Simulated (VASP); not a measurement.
**B: single point with PBEsol**

The system is B.

```
B
1.0
     1.72300    0.00138    0.01529
    -0.86031    1.50281    0.00710
     0.03265    0.03635    3.70119
B
1
Cartesian
  0.0000 0.0000 0.0000
```

This cell differs from its parent crystal: the cell strained at random.

- Program: VASP 6.6.1
- Task: single point
- Functional: PBEsol
- Potentials or basis: VASP PAW PBE potentials, release 64 (B)
- Cutoff: 520 eV
- k mesh: 24 × 24 × 10
- Occupations: gaussian, width 0.1 eV
- Spin: no spin polarisation

- Pressure: -6.4 GPa

Stress tensor (GPa, compression positive):
```
 -8.02  -0.24  -0.06
 -0.24 -10.12  -0.02
 -0.06  -0.02  -0.96
```

Levels at points of the mesh, in eV from the Fermi level:
```
           k point  band 1  band 2  band 3  band 4  band 5  band 6
(0.00, 0.00, 0.00)  -16.84   -6.52    2.21   23.71   24.00   25.08
(0.50, 0.00, 0.00)   -8.56    0.98    6.07   14.16   15.37   17.51
(0.00, 0.50, 0.00)   -8.64    0.79    5.92   14.04   15.74   17.34
(0.50, 0.50, 0.00)   -8.54    1.03    6.13   14.25   15.26   17.52
(0.00, 0.00, 0.50)  -16.54   -8.35    8.61   13.30   23.72   24.01
(0.50, 0.00, 0.50)   -8.50    1.36    5.08   11.15   15.39   22.69
(0.00, 0.50, 0.50)   -8.58    1.17    4.92   11.00   15.76   22.60
(0.50, 0.50, 0.50)   -8.47    1.42    5.12   11.18   15.28   22.84
```

Run time: 4 min on 1 thread of Intel Xeon 8259CL, with other jobs on the host, peak memory 0.28 GiB.

Caveat: the cell differs from its parent crystal (the cell strained at random); the PAW data sets were made with another functional, which shifts forces and pressure a little.
